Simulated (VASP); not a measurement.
# MgO (Cm) in VASP: further runs

Runs on MgO. Level: PBEsol. Tasks: single point.

All numbers are computed with VASP 6.6.1; they aren't measurements. Logs are shortened: lines on timing, memory, paths and dates and some standing lists are left out, and cuts for length are marked.

## Step 1: The cell of the first run

Symmetry: Cm, No. 8, monoclinic system. The conventional cell has a = 5.961 Å, b = 5.961 Å, c = 4.215 Å, α = 90.00°, β = 90.00°, γ = 90.00°. Mg (site symmetry m) has 3 O at 1.76 to 1.82 Å within 2.3 Å. Within 2.8 Å of Mg (site symmetry m) lie 6 O at 2.11 Å and 1 Mg at 2.49 Å. Within 2.8 Å of Mg (site symmetry 1) lie 6 O at 2.11 Å and 1 Mg at 2.44 Å. O (site symmetry 1) has 5 Mg at 1.82 to 2.11 Å within 2.4 Å. Within 2.3 Å of O (site symmetry m) lie 5 Mg at 1.76 to 2.11 Å. Within 2.8 Å of O (site symmetry m) lie 6 Mg at 2.11 Å.

## Step 2: Single point, PBEsol (atom 1 (Mg) moved by -0.530 Å along [1 1 0] and -0.424 Å along [0 0 1])

Contents of INCAR:

```
SYSTEM = MgO
PREC = Accurate
ENCUT = 520
EDIFF = 1E-6
ISMEAR = 0
SIGMA = 0.05
LREAL = .FALSE.
LASPH = .TRUE.
NELM = 80
ALGO = Normal
ISIF = 2
LWAVE = .FALSE.
LCHARG = .TRUE.
GGA = PS
LELF = .TRUE.
LVHAR = .TRUE.
NBANDS = 26
```

Contents of KPOINTS:

```
Automatic mesh
0
G
  6 6 6
  0 0 0
```

Contents of POSCAR:

```
MgO
1.0
    4.2149416169      0.0000000000      0.0000000000
    0.0000000000     -4.2149416169      0.0000000000
    0.0000000000      0.0000000000     -4.2149416169
Mg O
4 4
Direct
   -0.0889138280      0.0889138280      0.1005945132
    0.5000000000      0.5000000000      0.0000000000
    0.5000000000      0.0000000000      0.5000000000
    0.0000000000      0.5000000000      0.5000000000
    0.5000000000      0.0000000000      0.0000000000
    0.0000000000      0.5000000000      0.0000000000
    0.0000000000      0.0000000000      0.5000000000
    0.5000000000      0.5000000000      0.5000000000
```

Potentials or basis: VASP PAW PBE potentials, release 64 (Mg, O).

The run is started by

```console
$ cat potpaw_PBE.64/Mg/POTCAR potpaw_PBE.64/O/POTCAR > POTCAR
$ mpirun -np 1 vasp_std > vasp.out
```

OUTCAR:

```text
SYSTEM = MgO
   PREC = Accurate
   ENCUT = 520
   EDIFF = 1E-6
   ISMEAR = 0
   LREAL = .FALSE.
   LASPH = .TRUE.
   NELM = 80
   ISIF = 2
   GGA = PS

 ion  position               nearest neighbor table
   1  0.911  0.089  0.101-   7 1.76   6 1.82   5 1.82   4 2.44   3 2.44   2 2.49   5 2.55   6 2.55
                             7 2.59   4 3.02   3 3.02   2 3.06   2 3.06   3 3.09   4 3.09   2 3.54
   2  0.500  0.500  0.000-   5 2.11   6 2.11   8 2.11   8 2.11   5 2.11   6 2.11   1 2.49   4 2.98
                             4 2.98   3 2.98   3 2.98   3 2.98   4 2.98   3 2.98   4 2.98   1 3.06
   3  0.500  0.000  0.500-   5 2.11   7 2.11   8 2.11   5 2.11   8 2.11   7 2.11   1 2.44   4 2.98
                             2 2.98   4 2.98   2 2.98   2 2.98   4 2.98   2 2.98   4 2.98   1 3.02
   4  0.000  0.500  0.500-   6 2.11   7 2.11   8 2.11   6 2.11   7 2.11   8 2.11   1 2.44   3 2.98
                             3 2.98   2 2.98   2 2.98   3 2.98   2 2.98   2 2.98   3 2.98   1 3.02
   5  0.500  0.000  0.000-   1 1.82   2 2.11   3 2.11   3 2.11   2 2.11   1 2.55
   6  0.000  0.500  0.000-   1 1.82   2 2.11   4 2.11   4 2.11   2 2.11   1 2.55
   7  0.000  0.000  0.500-   1 1.76   3 2.11   4 2.11   4 2.11   3 2.11   1 2.59
   8  0.500  0.500  0.500-   2 2.11   3 2.11   4 2.11   2 2.11   3 2.11   4 2.11

  LATTYP: Found a simple cubic cell.
 ALAT       =     4.2149416169

  Lattice vectors:

 A1 = (   4.2149416169,   0.0000000000,   0.0000000000)
 A2 = (   0.0000000000,  -4.2149416169,   0.0000000000)
 A3 = (   0.0000000000,   0.0000000000,  -4.2149416169)

Analysis of symmetry for initial positions (statically):
=====================================================================
 Subroutine PRICEL returns:
 Original cell was already a primitive cell.

 Routine SETGRP: Setting up the symmetry group for a
 simple cubic supercell.

 Subroutine GETGRP returns: Found  2 space group operations
 (whereof  2 operations were pure point group operations)
 out of a pool of 48 trial point group operations.

The static configuration has the point symmetry C_1h.

Analysis of symmetry for dynamics (positions and initial velocities):
=====================================================================
 Subroutine PRICEL returns:
 Original cell was already a primitive cell.

 Routine SETGRP: Setting up the symmetry group for a
 simple cubic supercell.

 Subroutine GETGRP returns: Found  2 space group operations
 (whereof  2 operations were pure point group operations)
 out of a pool of 48 trial point group operations.

The dynamic configuration has the point symmetry C_1h.

 Subroutine INISYM returns: Found  2 space group operations
 (whereof  2 operations are pure point group operations),
 and found     1 'primitive' translations

----------------------------------------------------------------------------------------

                                     Primitive cell

  volume of cell :      74.8815

  direct lattice vectors                    reciprocal lattice vectors
     4.214941617  0.000000000  0.000000000     0.237251210  0.000000000  0.000000000
     0.000000000 -4.214941617  0.000000000     0.000000000 -0.237251210  0.000000000
     0.000000000  0.000000000 -4.214941617     0.000000000  0.000000000 -0.237251210

  length of vectors
     4.214941617  4.214941617  4.214941617     0.237251210  0.237251210  0.237251210

  position of ions in fractional coordinates (direct lattice)
     0.911086172  0.088913828  0.100594513
     0.500000000  0.500000000  0.000000000
     0.500000000  0.000000000  0.500000000
     0.000000000  0.500000000  0.500000000
     0.500000000  0.000000000  0.000000000
     0.000000000  0.500000000  0.000000000
     0.000000000  0.000000000  0.500000000
     0.500000000  0.500000000  0.500000000

  ion indices of the primitive-cell ions
   primitive index   ion index
                 1           1
                 2           2
                 3           3
                 4           4
                 5           5
                 6           6
                 7           7
                 8           8

----------------------------------------------------------------------------------------

 KPOINTS: Automatic mesh

Automatic generation of k-mesh.
 Grid dimensions read from file:
 generate k-points for:    6    6    6

 Generating k-lattice:

  Cartesian coordinates                     Fractional coordinates (reciprocal lattice)
     0.039541868  0.000000000  0.000000000     0.166666667  0.000000000  0.000000000
     0.000000000 -0.039541868  0.000000000     0.000000000  0.166666667  0.000000000
     0.000000000  0.000000000 -0.039541868     0.000000000  0.000000000  0.166666667

  Length of vectors
     0.039541868  0.039541868  0.039541868

  Shift w.r.t. Gamma in fractional coordinates (k-lattice)
     0.000000000  0.000000000  0.000000000

 Subroutine IBZKPT returns following result:
 ===========================================

 Found     68 irreducible k-points:

 Following reciprocal coordinates:
            Coordinates               Weight
  0.000000  0.000000  0.000000      1.000000
  0.166667  0.000000  0.000000      4.000000
  0.000000  0.000000  0.166667      2.000000
  0.333333  0.000000  0.000000      4.000000
  0.000000  0.000000  0.333333      2.000000
  0.500000  0.000000  0.000000      2.000000
[... 16 lines left out ...]
  0.333333  0.000000  0.333333      4.000000
 -0.333333  0.333333  0.000000      2.000000
 [... further k-points ...]
   k-points           NKPTS =     68   k-points in BZ     NKDIM =     68   number of bands    NBANDS=     26
   number of dos      NEDOS =    301   number of ions     NIONS =      8
   total plane-waves  NPLWV =  32768
   dimension x,y,z NGX =    32 NGY =   32 NGZ =   32
   dimension x,y,z NGXF=    64 NGYF=   64 NGZF=   64
   ions per type =               4   4
   NGX,Y,Z   is equivalent  to a cutoff of  12.62, 12.62, 12.62 a.u.
   NGXF,Y,Z  is equivalent  to a cutoff of  25.24, 25.24, 25.24 a.u.
 SYSTEM =  MgO
   PREC   = accura    normal or accurate (medium, high low for compatibility)
   ISTART =      0    job   : 0-new  1-cont  2-samecut
   ICHARG =      2    charge: 1-file 2-atom 10-const
   ISPIN  =      1    spin polarized calculation?
   LNONCOLLINEAR =      F non collinear calculations
   LSORBIT =      F    spin-orbit coupling
   LASPH  =      T    aspherical Exc in radial PAW
   ENCUT  =  520.0 eV  38.22 Ry    6.18 a.u.   7.84  7.84  7.84*2*pi/ulx,y,z
   NELM   =     80;   NELMIN=  2; NELMDL= -5     # of ELM steps
   EDIFF  = 0.1E-05   stopping-criterion for ELM
   LREAL  =      F    real-space projection
   EDIFFG = 0.1E-04   stopping-criterion for IOM
   NSW    =      0    number of steps for IOM
   IBRION =     -1    ionic relax: 0-MD 1-quasi-New 2-CG
   NFREE  =      0    steps in history (QN), initial steepest desc. (CG)
   ISIF   =      2    stress and relaxation
   ISYM   =      2    0-nonsym 1-usesym 2-fastsym
   POTIM  = 0.5000    time-step for ionic-motion
   TEBEG  =    0.0;   TEEND  =   0.0 temperature during run
   PSTRESS=    0.0 pullay stress
   NELECT =      32.0000    total number of electrons
   NUPDOWN=      -1.0000    fix difference up-down
   EMIN   =  10.00;   EMAX   =-10.00  energy-range for DOS
   EFERMI =   0.00;   METHOD = LEGACY
   ISMEAR =     0;   SIGMA  =   0.05  broadening in eV -4-tet -1-fermi 0-gaus
   EFERMI_NEDOS =   21; number of points for ismear=-14 and -15
   IALGO  =     38    algorithm
   IMIX   =      4    mixing-type and parameters
     AMIX     =   0.40;   BMIX     =  1.00
     AMIX_MAG =   1.60;   BMIX_MAG =  1.00
  volume/ion in A,a.u.               =       9.36        63.17
  Fermi-wavevector in a.u.,A,eV,Ry     =   1.233105  2.330230 20.688298  1.520547
  Thomas-Fermi vector in A             =   2.367848
   LORBIT       =      0    0 simple, 1 ext, 2 COOP (PROOUT), +10 PAW based schemes
   GGA     = PS    functional components
   LHFCALC =     F    Hartree Fock is set to
   AEXX    =    0.0000 exact exchange contribution
   IVDW    =     0    specifies the selected vdW correction
   LEPSILON=     F    determine dielectric tensor
   LRPA    =     F    only Hartree local field effects (RPA)
 non-spin polarized calculation
 Gauss-broadening in eV      SIGMA  =   0.05
  energy-cutoff  :      520.00
  volume of cell :       74.88
 maximum number of plane-waves:      2040
   NGX = 15   NGY = 15   NGZ = 15

 number of electron      31.9999986 magnetization

 Free energy of the ion-electron system (eV)
  ---------------------------------------------------
  ext. energy  EPLUGINS =         0.00000000
  ---------------------------------------------------
  free energy    TOTEN  =       -47.72644808 eV

  energy without entropy =      -47.72644808  energy(sigma->0) =      -47.72644808

 E-fermi :   3.2950     XC(G=0): -11.2498

 val. band max:        3.0695145964   @ k =   0.0000   0.0000   0.0000
 cond. band min:       7.5241802645   @ k =   0.0000   0.0000   0.0000
 fundamental gap:      4.4546656680
 Fermi energy:         3.2949713708

 k-point     1 :       0.0000    0.0000    0.0000
  band No.  band energies     occupation
      1     -14.2448      2.00000
      2     -12.7671      2.00000
      3     -12.6666      2.00000
      4     -12.6115      2.00000
      5      -1.2285      2.00000
      6      -1.0597      2.00000
[... 18 lines left out ...]
     25      16.0356      0.00000
     26      16.0362      0.00000

 k-point     2 :       0.1667    0.0000    0.0000
  band No.  band energies     occupation
      1     -14.1476      2.00000
      2     -12.8318      2.00000
      3     -12.6658      2.00000
      4     -12.6323      2.00000
      5      -1.0932      2.00000
      6      -0.9183      2.00000
[... 18 lines left out ...]
     25      15.8997      0.00000
[... 608 lines left out ...]
     25      15.3157      0.00000
     26      15.8427      0.00000

 k-point    24 :      -0.3333    0.3333    0.0000
  band No.  band energies     occupation
      1     -13.5736      2.00000
      2     -13.0170      2.00000
      3     -12.8663      2.00000
      4     -12.7041      2.00000
      5      -0.6997      2.00000
      6      -0.5853      2.00000
[... 18 lines left out ...]
     25      15.4929      0.00000
     26      16.0426      0.00000

 [... further k-points ...]
[... 5 lines left out ...]
  --------------------------------------------------------------------------------------
  -------------------------------------------------------------------------------------
  Total        4.8851639      4.8851639      6.5055293     -0.7268716     -1.0216490     -1.0216490
  in kB      104.5237624    104.5237624    139.1933641    -15.5522631    -21.8593683    -21.8593688
  external PRESSURE =     116.0802963 kB  Pullay stress =       0.0000000 kB

 VOLUME and BASIS-vectors are now :
 -----------------------------------------------------------------------------
  energy-cutoff  :      520.00
  volume of cell :       74.88
      direct lattice vectors                 reciprocal lattice vectors
     4.214941617  0.000000000  0.000000000     0.237251210  0.000000000  0.000000000
     0.000000000 -4.214941617  0.000000000     0.000000000 -0.237251210  0.000000000
     0.000000000  0.000000000 -4.214941617     0.000000000  0.000000000 -0.237251210

 POSITION                                       TOTAL-FORCE (eV/Angst)
 -----------------------------------------------------------------------------------
      3.84018     -0.37477     -0.42400         3.435371      3.435371      4.902790
      2.10747     -2.10747      0.00000        -1.193729     -1.193729      0.477306
      2.10747      0.00000     -2.10747        -1.315335      0.460809     -1.388108
      0.00000     -2.10747     -2.10747         0.460809     -1.315335     -1.388108
      2.10747      0.00000      0.00000        -1.418921     -0.190014     -0.229492
      0.00000     -2.10747      0.00000        -0.190014     -1.418921     -0.229492
      0.00000      0.00000     -2.10747         0.020742      0.020742     -2.354389
      2.10747     -2.10747     -2.10747         0.201078      0.201078      0.209493
 -----------------------------------------------------------------------------------
    total drift:                               -0.000114     -0.000114     -0.000188

  FREE ENERGIE OF THE ION-ELECTRON SYSTEM (eV)
  ---------------------------------------------------
  free  energy   TOTEN  =       -47.7264480780 eV

  energy  without entropy=      -47.7264480780  energy(sigma->0) =      -47.72644808
```

Wall time 1.8 min (1 thread of Intel Xeon 8259CL, shared host); peak memory 0.24 GiB.

Results:

```yaml
Free_energy: -47.7264 eV
Pressure: 11.6 GPa
Largest_force: 6.902 eV/Å
Band_gap_on_the_k_mesh: 4.45 eV, direct
```

Forces on the atoms (eV/Å):
```
Mg   3.435  3.435  4.903
Mg  -1.194 -1.194  0.477
Mg  -1.315  0.461 -1.388
Mg   0.461 -1.315 -1.388
O   -1.419 -0.190 -0.229
O   -0.190 -1.419 -0.229
O    0.021  0.021 -2.354
O    0.201  0.201  0.209
```

Stress tensor (GPa, compression positive):
```
10.45 -1.56 -2.19
-1.56 10.45 -2.19
-2.19 -2.19 13.92
```

Caveat: the cell differs from its parent crystal (atom 1 (Mg) moved by -0.530 Å along [1 1 0] and -0.424 Å along [0 0 1]); the PAW data sets were made with another functional, which shifts forces and pressure a little.

## Step 3: Single point, PBEsol (atom 1 (Mg) moved by -0.424 Å along [1 1 0] and -0.212 Å along [0 0 1])

Contents of INCAR:

```
ALGO = Normal
EDIFF = 1E-7
ENCUT = 520
GGA = PS
ISIF = 2
ISMEAR = 0
LASPH = T
LCHARG = F
LREAL = F
LWAVE = F
NBANDS = 26
NELM = 80
PREC = Accurate
SIGMA = 0.05
```

Contents of KPOINTS:

```
k-points
0
Gamma
  6 6 6
```

POSCAR, as its differences from that of step 2:

```diff
@@ -8,3 +8,3 @@
 Direct
-   -0.0889138280      0.0889138280      0.1005945132
+   -0.0711310624      0.0711310624      0.0502972566
     0.5000000000      0.5000000000      0.0000000000
```

Potentials or basis: VASP PAW PBE potentials, release 64 (Mg, O).

The run is started by

```console
$ cat potpaw_PBE.64/Mg/POTCAR potpaw_PBE.64/O/POTCAR > POTCAR
$ mpirun -np 1 vasp_std > vasp.out
```

Wall time 1.8 min (1 thread of Intel Xeon 8259CL, shared host); peak memory 0.24 GiB.

The run converged. Its results:

```
Free energy            : -48.9110 eV
Pressure               : 5.8 GPa
Largest force          : 4.980 eV/Å
Band gap on the k mesh : 4.55 eV, direct
```

Forces in eV/Å, atoms in the order of the input:
```
Mg   3.289  3.289  1.778
Mg  -0.927 -0.927  0.216
Mg  -0.819  0.274 -0.635
Mg   0.274 -0.819 -0.635
O   -1.339 -0.225 -0.150
O   -0.225 -1.339 -0.150
O   -0.366 -0.366 -0.511
O    0.112  0.112  0.088
```

Stress tensor (GPa, compression positive):
```
 7.11 -0.87 -0.45
-0.87  7.11 -0.45
-0.45 -0.45  3.27
```

Levels at points of the mesh, in eV from the valence-band top:
```
           k point  band 12  band 13  band 14  band 15  band 16  band 17  band 18  band 19  band 20  band 21
(0.00, 0.00, 0.00)    -1.33    -1.32    -0.10    -0.09     0.00     4.55     8.59     9.00     9.05     9.65
(0.50, 0.00, 0.00)    -1.73    -0.85    -0.84    -0.77    -0.66     7.69     8.02    10.26    11.01    11.17
(0.00, 0.00, 0.50)    -1.71    -0.86    -0.80    -0.77    -0.70     7.78     8.00    10.29    10.87    11.25
(0.50, 0.50, 0.00)    -1.79    -0.82    -0.72    -0.69    -0.50     8.88     9.28     9.35     9.60    10.87
(0.00, 0.50, 0.50)    -1.83    -0.77    -0.75    -0.73    -0.47     8.93     9.24     9.37     9.56    10.96
(0.50, 0.50, 0.50)    -0.75    -0.73    -0.67    -0.49    -0.45     7.46     7.75     7.76     7.83    11.95
```

Caveat: the cell differs from its parent crystal (atom 1 (Mg) moved by -0.424 Å along [1 1 0] and -0.212 Å along [0 0 1]); the PAW data sets were made with another functional, which shifts forces and pressure a little.
